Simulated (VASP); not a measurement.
A run of VASP 6.6.1 is set up as follows.

INCAR

```
PREC     = Accurate       # precision mode
ENCUT    = 520            # plane-wave cutoff, eV
EDIFF    = 1E-6           # SCF threshold, eV
ISMEAR   = 0              # smearing method
SIGMA    = 0.1            # smearing width, eV
LREAL    = False          # projectors in reciprocal space
LASPH    = True           # aspherical terms in the spheres
NELM     = 80             # most SCF steps
ALGO     = Normal         # electronic algorithm
ISIF     = 2              # what is computed and relaxed
LWAVE    = False          # write WAVECAR
LCHARG   = False          # write CHGCAR
LDIPOL   = True         
IDIPOL   = 3            
DIPOL    = 0.5 0.5 0.356
GGA      = PE             # functional
NBANDS   = 38             # bands
```

File KPOINTS:

```
Automatic mesh
0
Gamma
  9 9 1
```

Contents of POSCAR:

```
SiGe4
1.0
    4.0740542171      0.0000000000      0.0000000000
   -2.0370271085      3.5282344484      0.0000000000
    0.0000000000      0.0000000000     19.7403205846
Ge Si
4 1
Direct
    0.3333333333      0.6666666667      0.2026309544
    0.0000000000      0.0000000000      0.2447585800
    0.0000000000      0.0000000000      0.3792011874
    0.6666666667      0.3333333333      0.4174360061
    0.6666666667      1.2222222222      0.5363062823
```

Potentials or basis: VASP PAW PBE potentials, release 64 (Ge_d, Si).

Command:

```bash
$ cat potpaw_PBE.64/Ge_d/POTCAR potpaw_PBE.64/Si/POTCAR > POTCAR
$ mpirun -np 1 vasp_std > vasp.out
```

(1) What does it give for the largest force?

(2) Estimate the band gap on the k mesh.

Results:

(1) 0.462 eV/Å.

(2) zero (bands 30 and 31 overlap by 0.68 eV).
